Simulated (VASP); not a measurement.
A run of VASP 6.6.1:

INCAR

```
ALGO     = Normal         # electronic algorithm
EDIFF    = 1E-6           # SCF threshold, eV
ENCUT    = 520            # plane-wave cutoff, eV
GGA      = PE             # functional
ISIF     = 2              # what is computed and relaxed
ISMEAR   = 0              # smearing method
LASPH    = T              # aspherical terms in the spheres
LCHARG   = F              # write CHGCAR
LREAL    = F              # projectors in reciprocal space
LWAVE    = F              # write WAVECAR
NBANDS   = 30             # bands
NELM     = 100            # most SCF steps
PREC     = Accurate       # precision mode
SIGMA    = 0.05           # smearing width, eV
```

File KPOINTS:

```
k-points
0
Gamma
  6 6 1
```

File POSCAR:

```
Be12Ga
1.0
    4.5800000000      0.0000000000      0.0000000000
    2.2900000000      3.9663960000      0.0000000000
    0.0000000000      0.0000000000     15.5884300000
Be Ga
12 1
Direct
    0.0000000000      0.0000000000      0.0641500780
    0.5000000000      0.0000000000      0.0641500780
    0.0000000000      0.5000000000      0.0641500780
    0.5000000000      0.5000000000      0.0641500780
   -0.1642965103      0.3304004441      0.1816744855
    0.3327952932      0.3327164005      0.1798334406
   -0.1661325041      0.8339217768      0.1822080222
    0.3304885943      0.8356830735      0.1816870589
   -0.0004710917     -0.0005765940      0.3024284678
    0.4999790170     -0.0009383834      0.2984854793
   -0.0009911529      0.4999657119      0.2983631450
    0.5012048550      0.5011090673      0.2952976021
    0.3620902262      0.3663837398      0.4411788743
```

Potentials or basis: VASP PAW PBE potentials, release 64 (Be, Ga_d).

Run with:

```bash
$ cat potpaw_PBE.64/Be/POTCAR potpaw_PBE.64/Ga_d/POTCAR > POTCAR
$ mpirun -np 1 vasp_std > vasp.out
```

Hardware: 1 thread of Oxide Virtual Turin-like Processor, on a shared host.

**Question.** Estimate the wall time of this run.

**Answer.** Wall time 6.9 min on 1 thread of Oxide Virtual Turin-like Processor (shared host), peak memory 0.4 GiB. Counts: scf iterations 19, k points 20.
